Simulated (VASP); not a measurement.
# InSe2 (P4/nmm) in VASP: a series of runs

InSe2 is run at these levels: LDA, PBEsol, PBE; tasks: single point, relaxation of cell and atoms.

Program: VASP 6.6.1. These are calculated values, not measurements. Logs are shortened: lines on timing, memory, paths and dates and some standing lists are left out, and cuts for length are marked.

### Step 1. The cell of the first run

It takes space group P4/nmm (No. 129, tetragonal). The conventional cell has a = 3.808 Å, b = 3.808 Å, c = 9.217 Å, α = 90.00°, β = 90.00°, γ = 90.00°. Within 3.6 Å of In (site symmetry 4mm) lie 9 Se at 2.77 to 3.34 Å. Within 3.9 Å of Se (site symmetry 4mm) lie 5 In at 2.77 to 3.08 Å and 12 Se at 3.64 to 3.88 Å. Se (site symmetry -4m2) has 4 Se at 2.69 Å and 4 In at 3.34 Å within 3.6 Å.

### Step 2. Single point, LDA

INCAR

```
PREC = Accurate
ENCUT = 500
EDIFF = 1E-6
ISMEAR = 0
SIGMA = 0.1
LREAL = F
LASPH = T
NELM = 120
ALGO = Normal
ISIF = 2
LWAVE = F
LCHARG = T
GGA = CA
LELF = T
LVHAR = T
NBANDS = 34
GGA_COMPAT = F
```

KPOINTS

```
Automatic mesh
0
Gamma
  10 10 4
```

POSCAR

```
InSe2
1.0
    3.8076322348      0.0000000000      0.0000000000
    0.0000000000      3.8076322348      0.0000000000
    0.0000000000      0.0000000000      9.2171109678
In Se
2 4
Direct
    0.0000000000      0.5000000000      0.7016572027
    0.5000000000      0.0000000000      0.2983427973
    0.0000000000      0.5000000000      0.3671849598
    0.5000000000      0.0000000000      0.6328150402
    0.0000000000      0.0000000000      0.0000000000
    0.5000000000      0.5000000000      0.0000000000
```

Potentials or basis: VASP PAW LDA potentials, release 64 (In_d, Se).

The run is started by

```bash
$ cat potpaw_LDA.64/In_d/POTCAR potpaw_LDA.64/Se/POTCAR > POTCAR
$ mpirun -np 1 vasp_std > vasp.out
```

OUTCAR:

```text
PREC = Accurate
   ENCUT = 500
   EDIFF = 1E-6
   ISMEAR = 0
   LREAL = F
   LASPH = T
   NELM = 120
   ISIF = 2
   GGA = CA

 ion  position               nearest neighbor table
   1  0.000  0.500  0.702-   4 2.77   4 2.77   4 2.77   4 2.77   3 3.08   5 3.34   6 3.34   6 3.34
                             5 3.34
   2  0.500  0.000  0.298-   3 2.77   3 2.77   3 2.77   3 2.77   4 3.08   6 3.34   6 3.34   5 3.34
                             5 3.34
   3  0.000  0.500  0.367-   2 2.77   2 2.77   2 2.77   2 2.77   1 3.08
   4  0.500  0.000  0.633-   1 2.77   1 2.77   1 2.77   1 2.77   2 3.08
   5  0.000  0.000  0.000-   6 2.69   6 2.69   6 2.69   6 2.69   2 3.34   2 3.34   1 3.34   1 3.34

   6  0.500  0.500  0.000-   5 2.69   5 2.69   5 2.69   5 2.69   2 3.34   1 3.34   1 3.34   2 3.34

  LATTYP: Found a simple tetragonal cell.
 ALAT       =     3.8076322348
 C/A-ratio  =     2.4206935963

  Lattice vectors:

 A1 = (   3.8076322348,   0.0000000000,   0.0000000000)
 A2 = (   0.0000000000,   3.8076322348,   0.0000000000)
 A3 = (   0.0000000000,   0.0000000000,   9.2171109678)

Analysis of symmetry for initial positions (statically):
=====================================================================
 Subroutine PRICEL returns:
 Original cell was already a primitive cell.

 Routine SETGRP: Setting up the symmetry group for a
 simple tetragonal supercell.

 Subroutine GETGRP returns: Found 16 space group operations
 (whereof  8 operations were pure point group operations)
 out of a pool of 16 trial point group operations.

The static configuration has the point symmetry D_2d.
 The point group associated with its full space group is D_4h.

Analysis of symmetry for dynamics (positions and initial velocities):
=====================================================================
 Subroutine PRICEL returns:
 Original cell was already a primitive cell.

 Routine SETGRP: Setting up the symmetry group for a
 simple tetragonal supercell.

 Subroutine GETGRP returns: Found 16 space group operations
 (whereof  8 operations were pure point group operations)
 out of a pool of 16 trial point group operations.

The dynamic configuration has the point symmetry D_2d.
 The point group associated with its full space group is D_4h.

 Subroutine INISYM returns: Found 16 space group operations
 (whereof  8 operations are pure point group operations),
 and found     1 'primitive' translations

----------------------------------------------------------------------------------------

                                     Primitive cell

  volume of cell :     133.6303

  direct lattice vectors                    reciprocal lattice vectors
     3.807632235  0.000000000  0.000000000     0.262630406  0.000000000  0.000000000
     0.000000000  3.807632235  0.000000000     0.000000000  0.262630406  0.000000000
     0.000000000  0.000000000  9.217110968     0.000000000  0.000000000  0.108493866

  length of vectors
     3.807632235  3.807632235  9.217110968     0.262630406  0.262630406  0.108493866

  position of ions in fractional coordinates (direct lattice)
     0.000000000  0.500000000  0.701657203
     0.500000000  0.000000000  0.298342797
     0.000000000  0.500000000  0.367184960
     0.500000000  0.000000000  0.632815040
     0.000000000  0.000000000  0.000000000
     0.500000000  0.500000000  0.000000000

  ion indices of the primitive-cell ions
   primitive index   ion index
                 1           1
                 2           2
                 3           3
                 4           4
                 5           5
                 6           6

----------------------------------------------------------------------------------------

 KPOINTS: Automatic mesh

Automatic generation of k-mesh.
 Grid dimensions read from file:
 generate k-points for:   10   10    4

 Generating k-lattice:

  Cartesian coordinates                     Fractional coordinates (reciprocal lattice)
     0.026263041  0.000000000  0.000000000     0.100000000  0.000000000  0.000000000
[... 48 lines left out ...]

 number of electron      49.9999987 magnetization

 Free energy of the ion-electron system (eV)
  ---------------------------------------------------
  ext. energy  EPLUGINS =         0.00000000
  ---------------------------------------------------
  free energy    TOTEN  =       -24.45592122 eV

  energy without entropy =      -24.44132191  energy(sigma->0) =      -24.44862157

 E-fermi :   5.9879     XC(G=0): -10.5570

 val. band max:        5.9855760171   @ k =   0.4000   0.2000   0.2500
 cond. band min:       5.9973722567   @ k =   0.1000   0.1000   0.0000
 fundamental gap:      0.0117962396
 Fermi energy:         5.9879433673

 k-point     1 :       0.0000    0.0000    0.0000
  band No.  band energies     occupation
      1      -9.6472      2.00000
      2      -8.8197      2.00000
      3      -8.7481      2.00000
      4      -8.5099      2.00000
      5      -8.5038      2.00000
      6      -8.4368      2.00000
[... 26 lines left out ...]
     33      12.2737      0.00000
     34      12.2789      0.00000

 k-point     2 :       0.1000    0.0000    0.0000
  band No.  band energies     occupation
      1      -9.5620      2.00000
      2      -8.7979      2.00000
      3      -8.7184      2.00000
      4      -8.5025      2.00000
      5      -8.4962      2.00000
      6      -8.4459      2.00000
[... 26 lines left out ...]
     33      12.0715      0.00000
     34      12.2226      0.00000

 k-point     3 :       0.2000    0.0000    0.0000
  band No.  band energies     occupation
      1      -9.3102      2.00000
      2      -8.7422      2.00000
      3      -8.6444      2.00000
      4      -8.4855      2.00000
      5      -8.4796      2.00000
      6      -8.4673      2.00000
[... 26 lines left out ...]
     33      11.4532      0.00000
     34      12.2230      0.00000
[... 704 lines left out ...]
 k-point    23 :       0.1000    0.0000    0.2500
  band No.  band energies     occupation
      1      -9.5563      2.00000
      2      -8.7962      2.00000
      3      -8.7188      2.00000
      4      -8.5018      2.00000
      5      -8.4970      2.00000
      6      -8.4458      2.00000
[... 26 lines left out ...]
     33      12.1118      0.00000
     34      12.3305      0.00000

 k-point    24 :       0.2000    0.0000    0.2500
  band No.  band energies     occupation
      1      -9.3051      2.00000
      2      -8.7372      2.00000
      3      -8.6470      2.00000
      4      -8.4845      2.00000
      5      -8.4799      2.00000
      6      -8.4674      2.00000
[... 26 lines left out ...]
     33      11.5814      0.00000
     34      12.5231      0.00000

 [... further k-points ...]

------------------------ aborting loop because EDIFF is reached ----------------------------------------

  FORCE on cell =-STRESS in cart. coord.  units (eV):
  Direction    XX          YY          ZZ          XY          YZ          ZX
  --------------------------------------------------------------------------------------
  -------------------------------------------------------------------------------------
  Total        0.2329597      0.2329597      0.0124835      0.0000000      0.0000000      0.0000000
  in kB        2.7931005      2.7931005      0.1496729      0.0000000      0.0000000      0.0000000
  external PRESSURE =       1.9119579 kB  Pullay stress =       0.0000000 kB

 VOLUME and BASIS-vectors are now :
 -----------------------------------------------------------------------------
  energy-cutoff  :      500.00
  volume of cell :      133.63
      direct lattice vectors                 reciprocal lattice vectors
     3.807632235  0.000000000  0.000000000     0.262630406  0.000000000  0.000000000
     0.000000000  3.807632235  0.000000000     0.000000000  0.262630406  0.000000000
     0.000000000  0.000000000  9.217110968     0.000000000  0.000000000  0.108493866

 POSITION                                       TOTAL-FORCE (eV/Angst)
 -----------------------------------------------------------------------------------
      0.00000      1.90382      6.46725         0.000000      0.000000      0.007704
      1.90382      0.00000      2.74986        -0.000000     -0.000000     -0.007704
      0.00000      1.90382      3.38438        -0.000000      0.000000      0.004111
      1.90382      0.00000      5.83273         0.000000     -0.000000     -0.004111
      0.00000      0.00000      0.00000        -0.000000     -0.000000      0.000000
      1.90382      1.90382      0.00000         0.000000      0.000000      0.000000
 -----------------------------------------------------------------------------------
    total drift:                                0.000000      0.000000      0.000000

  FREE ENERGIE OF THE ION-ELECTRON SYSTEM (eV)
  ---------------------------------------------------
  free  energy   TOTEN  =       -24.4559212201 eV

  energy  without entropy=      -24.4413219132  energy(sigma->0) =      -24.44862157
```

Wall time 6 min (1 thread of AMD EPYC 9755, shared host); peak memory 0.3 GiB.

Results:

```yaml
Free_energy: -24.4559 eV
Pressure: 0.2 GPa
Largest_force: 0.008 eV/Å
Band_gap_on_the_k_mesh: zero (bands 25 and 26 overlap by 2.41 eV)
```

Forces in eV/Å, atoms in the order of the input:
```
In   0.000  0.000  0.008
In   0.000  0.000 -0.008
Se   0.000  0.000  0.004
Se   0.000  0.000 -0.004
Se   0.000  0.000  0.000
Se   0.000  0.000  0.000
```

Stress tensor (GPa, compression positive):
```
0.28 0.00 0.00
0.00 0.28 0.00
0.00 0.00 0.01
```

Caveat: spin-orbit coupling is left out, which moves the levels of the heavy elements.

### Step 3. Single point, PBEsol

This run uses another cell than the first one, of 22.87 Å³/atom.

INCAR

```
PREC     = Accurate       # precision mode
ENCUT    = 500            # plane-wave cutoff, eV
EDIFF    = 1E-6           # SCF threshold, eV
ISMEAR   = 0              # smearing method
SIGMA    = 0.1            # smearing width, eV
LREAL    = False          # projectors in reciprocal space
LASPH    = True           # aspherical terms in the spheres
NELM     = 120            # most SCF steps
ALGO     = Normal         # electronic algorithm
ISIF     = 2              # what is computed and relaxed
LWAVE    = False          # write WAVECAR
LCHARG   = False          # write CHGCAR
GGA      = PS             # functional
NBANDS   = 34             # bands
GGA_COMPAT= False
```

KPOINTS

```
regular mesh
0
Gamma
  10 10 4
```

POSCAR

```
InSe2
1.0
    3.8327568953      0.0000000000      0.0000000000
    0.0000000000      3.8327568953      0.0000000000
    0.0000000000      0.0000000000      9.3410493606
In Se
2 4
Direct
    0.0000000000      0.5000000000      0.7051095220
    0.5000000000      0.0000000000      0.2948904780
    0.0000000000      0.5000000000      0.3669859771
    0.5000000000      0.0000000000      0.6330140229
    0.0000000000      0.0000000000      0.0000000000
    0.5000000000      0.5000000000      0.0000000000
```

Potentials or basis: VASP PAW PBE potentials, release 64 (In_d, Se).

The run is started by

```bash
$ cat potpaw_PBE.64/In_d/POTCAR potpaw_PBE.64/Se/POTCAR > POTCAR
$ mpirun -np 1 vasp_std > vasp.out
```

Run time: 5.7 min. Hardware: 1 thread of AMD EPYC 9755, shared host; peak memory 0.33 GiB.

Results (log left out):

```
Free energy            : -22.7356 eV
Pressure               : 0.1 GPa
Band gap on the k mesh : zero (bands 25 and 26 overlap by 2.35 eV)
```

Levels at points of the mesh, in eV from the Fermi level:
```csv
k point,band 23,band 24,band 25,band 26,band 27,band 28
"(0.00, 0.00, 0.00)",-1.79,-1.79,0.21,0.66,3.01,3.01
"(0.50, 0.00, 0.00)",-1.33,-1.33,-0.99,-0.99,1.90,1.90
"(0.50, 0.50, 0.00)",-1.58,-1.58,-1.04,-1.04,2.60,2.60
"(0.00, 0.00, 0.50)",-1.71,-0.95,0.20,0.75,2.00,3.01
"(0.50, 0.00, 0.50)",-1.01,-1.01,-0.94,-0.94,1.20,1.20
"(0.50, 0.50, 0.50)",-1.89,-1.89,-1.54,-1.54,3.63,3.63
```

Caveat: the PAW data sets were made with another functional, which shifts forces and pressure a little; spin-orbit coupling is left out, which moves the levels of the heavy elements.

### Step 4. Single point, PBE

This run uses another cell than the first one, of 24.51 Å³/atom.

INCAR

```
SYSTEM = InSe2
PREC = Accurate ; ENCUT = 500
EDIFF = 1E-6 ; ISMEAR = 0
SIGMA = 0.1 ; LREAL = .FALSE.
LASPH = .TRUE. ; NELM = 120
ALGO = Normal ; ISIF = 2
LWAVE = .FALSE. ; LCHARG = .FALSE.
GGA = PE ; NBANDS = 34
GGA_COMPAT = .FALSE.
```

KPOINTS

```
regular mesh
0
G
  10 10 4
  0 0 0
```

POSCAR

```
InSe2
1.0
    3.8873932845      0.0000000000      0.0000000000
    0.0000000000      3.8873932845      0.0000000000
    0.0000000000      0.0000000000      9.7325349114
In Se
2 4
Direct
    0.0000000000      0.5000000000      0.7035851558
    0.5000000000      0.0000000000      0.2964148442
    0.0000000000      0.5000000000      0.3657877574
    0.5000000000      0.0000000000      0.6342122426
    0.0000000000      0.0000000000      0.0000000000
    0.5000000000      0.5000000000      0.0000000000
```

The run is started by

```bash
$ cat potpaw_PBE.64/In_d/POTCAR potpaw_PBE.64/Se/POTCAR > POTCAR
$ mpirun -np 1 vasp_std > vasp.out
```

It took 5.8 min on 1 thread of AMD EPYC 9755, shared host; peak memory 0.35 GiB.

The run converged. Its results:

```yaml
Free_energy: -20.2888 eV
Pressure: 0.0 GPa
Band_gap_on_the_k_mesh: zero (bands 25 and 26 overlap by 2.07 eV)
```

Levels at points of the mesh, in eV from the Fermi level:
```tsv
k point	band 23	band 24	band 25	band 26	band 27	band 28
(0.00, 0.00, 0.00)	-1.79	-1.79	0.25	0.49	2.88	2.88
(0.50, 0.00, 0.00)	-1.29	-1.29	-1.00	-1.00	1.68	1.68
(0.50, 0.50, 0.00)	-1.54	-1.54	-1.12	-1.12	2.71	2.71
(0.00, 0.00, 0.50)	-1.73	-1.28	0.25	0.51	2.03	2.88
(0.50, 0.00, 0.50)	-1.03	-1.03	-1.01	-1.01	1.15	1.15
(0.50, 0.50, 0.50)	-1.74	-1.74	-1.45	-1.45	3.46	3.46
```

Caveat: spin-orbit coupling is left out, which moves the levels of the heavy elements.

### Step 5. Relaxation of cell and atoms, LDA

This run uses another cell than the first one, of 24.34 Å³/atom.

INCAR

```
  ALGO = Normal
  EDIFF = 1E-7
  EDIFFG = -0.01
  ENCUT = 500
  GGA_COMPAT = F
  IBRION = 2
  ISIF = 3
  ISMEAR = 0
  LASPH = T
  LCHARG = F
  LREAL = F
  LWAVE = F
  NELM = 120
  NELMIN = 4
  NSW = 80
  PREC = Accurate
  SIGMA = 0.1
```

KPOINTS

```
k-points
0
Gamma
  10 10 4
```

POSCAR

```
InSe2
1.0
    3.8948930000      0.0000000000      0.0000000000
    0.0000000000      3.8948930000      0.0000000000
    0.0000000000      0.0000000000      9.6262310000
In Se
2 4
Direct
    0.0000000000      0.5000000000      0.7064680000
    0.5000000000      0.0000000000      0.2935320000
    0.0000000000      0.5000000000      0.3662120000
    0.5000000000      0.0000000000      0.6337880000
    0.0000000000      0.0000000000      0.0000000000
    0.5000000000      0.5000000000      0.0000000000
```

Potentials or basis: VASP PAW LDA potentials, release 64 (In_d, Se).

The run is started by

```bash
$ cat potpaw_LDA.64/In_d/POTCAR potpaw_LDA.64/Se/POTCAR > POTCAR
$ mpirun -np 1 vasp_std > vasp.out
```

It took 50 min on 1 thread of AMD EPYC 9755, shared host; peak memory 0.3 GiB.

It converged, with:

* Free energy: -24.4584 eV
* Relaxed volume: 22.29 Å³/atom
* Relaxed cell: a = 3.810 Å, b = 3.810 Å, c = 9.214 Å, α = 90.00°, β = 90.00°, γ = 90.00°
* Space group after relaxing (to 0.1 Å): P4/nmm (No. 129)
* Energy gained by relaxing: 31.9 meV/atom
* Ionic steps: 19
* Pressure after relaxing: 0.0 GPa
* Largest force after relaxing: 0.010 eV/Å
* Band gap on the k mesh: zero (bands 25 and 26 overlap by 2.41 eV)

Forces in eV/Å, atoms in the order of the input:
```
In   0.000  0.000 -0.010
In   0.000  0.000  0.010
Se   0.000  0.000  0.001
Se   0.000  0.000 -0.001
Se   0.000  0.000  0.000
Se   0.000  0.000  0.000
```

Step by step:
| step | energy change (eV) | largest force (eV/Å) | pressure (GPa) | volume (Å³) |
| --- | --- | --- | --- | --- |
| 1 | 0.0000 | 0.1753 | -4.83 | 146.03 |
| 2 | -0.1170 | 0.1439 | 3.02 | 131.04 |
| 3 | -0.1716 | 0.0246 | -0.23 | 136.10 |
| 4 | -0.1819 | 0.0279 | -0.15 | 135.19 |
| 5 | -0.1889 | 0.0476 | 0.05 | 133.64 |
| 6 | -0.1889 | 0.0463 | 0.05 | 133.69 |
| 7 | -0.1892 | 0.0474 | -0.04 | 133.83 |
| 8 | -0.1896 | 0.0497 | -0.25 | 134.17 |
| 9 | -0.1897 | 0.0482 | -0.24 | 134.15 |
| 10 | -0.1900 | 0.0435 | -0.21 | 134.11 |
| 11 | -0.1904 | 0.0351 | -0.15 | 134.02 |
| 12 | -0.1908 | 0.0398 | -0.02 | 133.84 |
| 13 | -0.1908 | 0.0383 | -0.03 | 133.85 |
| 14 | -0.1909 | 0.0342 | -0.01 | 133.82 |
| 15 | -0.1910 | 0.0220 | 0.05 | 133.73 |
| 16 | -0.1911 | 0.0042 | 0.17 | 133.55 |
| 17 | -0.1911 | 0.0089 | 0.11 | 133.63 |
| 18 | -0.1912 | 0.0086 | 0.08 | 133.68 |
| 19 | -0.1912 | 0.0096 | 0.03 | 133.76 |

Final structure:
```xyz
6
Lattice="3.8102 0.0000 0.0000 0.0000 3.8102 0.0000 0.0000 0.0000 9.2138" Properties=species:S:1:pos:R:3 pbc="T T T"
In    0.0000    1.9051    6.4720
In    1.9051    0.0000    2.7419
Se    0.0000    1.9051    3.3832
Se    1.9051    0.0000    5.8307
Se    0.0000    0.0000    0.0000
Se    1.9051    1.9051    0.0000
```

Levels at points of the mesh, in eV from the Fermi level:
| k point | band 23 | band 24 | band 25 | band 26 | band 27 | band 28 |
| --- | --- | --- | --- | --- | --- | --- |
| (0.00, 0.00, 0.00) | -1.84 | -1.84 | 0.23 | 0.68 | 3.05 | 3.05 |
| (0.50, 0.00, 0.00) | -1.33 | -1.33 | -1.01 | -1.01 | 1.95 | 1.95 |
| (0.50, 0.50, 0.00) | -1.57 | -1.57 | -1.03 | -1.03 | 2.62 | 2.62 |
| (0.00, 0.00, 0.50) | -1.75 | -0.88 | 0.23 | 0.76 | 1.99 | 3.05 |
| (0.50, 0.00, 0.50) | -1.02 | -1.02 | -0.91 | -0.91 | 1.22 | 1.22 |
| (0.50, 0.50, 0.50) | -1.89 | -1.89 | -1.57 | -1.57 | 3.73 | 3.73 |

Caveat: spin-orbit coupling is left out, which moves the levels of the heavy elements.

### Step 6. Summary

```csv
task,level,potentials or basis,cell,gap on the mesh (eV),pressure (GPa),largest force (eV/Å)
single point,LDA,"VASP PAW LDA potentials, release 64 (In_d, Se)","a = 3.808, b = 3.808, c = 9.217 Å, 6 atoms, atomic positions A",none,0.2,0.01
single point,PBEsol,"VASP PAW PBE potentials, release 64 (In_d, Se)","a = 3.833, b = 3.833, c = 9.341 Å, 6 atoms, atomic positions B",none,0.1,-
single point,PBE,"VASP PAW PBE potentials, release 64 (In_d, Se)","a = 3.887, b = 3.887, c = 9.733 Å, 6 atoms, atomic positions C",none,0.0,-
relaxation of cell and atoms,LDA,"VASP PAW LDA potentials, release 64 (In_d, Se)","relaxed from a = 3.895, b = 3.895, c = 9.626 Å, 6 atoms, atomic positions D",none,0.0,0.01
```

Alike in all rows: no spin polarisation; k mesh 10 × 10 × 4; cutoff (eV) 500; smearing gaussian 0.1 eV.

Caveats: spin-orbit coupling is left out, which moves the levels of the heavy elements; the PAW data sets were made with another functional, which shifts forces and pressure a little (at least some runs).

Total energies depend on the potentials used, so only differences within one code and one set of settings carry meaning.

The gap in the log of VASP goes by the Fermi energy; the results here count the filled bands.